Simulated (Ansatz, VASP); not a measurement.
## Two plane-wave programs on GaCuSe2

```
CELL_PARAMETERS angstrom
-2.80413 2.80413 5.54928
2.80413 -2.80413 5.54928
2.80413 2.80413 -5.54928
ATOMIC_POSITIONS crystal
Cu 0.00000 0.00000 0.00000
Cu 0.75000 0.25000 0.50000
Se 0.37500 0.37136 0.49636
Se 0.12136 0.62500 0.99636
Se 0.87500 0.87864 0.50364
Se 0.62864 0.12500 0.00364
Ga 0.50000 0.50000 0.00000
Ga 0.25000 0.75000 0.50000
```

Alike in both runs: task single point; functional PBE; k mesh 6 × 6 × 6; no spin polarisation.

|  | VASP | Ansatz |
| --- | --- | --- |
| version | VASP 6.6.1 | Ansatz 0.2.0 |
| potentials or method | VASP PAW PBE potentials, release 64 (Cu, Se, Ga_d) | plane waves, PAW |
| plane-wave cutoff (eV) | 520 | 420 |
| occupations | gaussian, width 0.01 eV | fixed |
| valence electrons in the cell | 72 | 128 |

Ansatz gave:

```
gap on the k mesh at the Fermi level (eV) : 0.18
pressure (GPa)                            : 2.5
rms of the force components (eV/Å)        : 0.068
```

Problem. Estimate VASP's values.

Solution. gap on the k mesh at the Fermi level (eV): 0.20; pressure (GPa): 2.7; rms of the force components (eV/Å): 0.062.

VASP's potentials hold 72 valence electrons a cell and Ansatz's 128, so a difference there can come from the potentials and not from the codes.
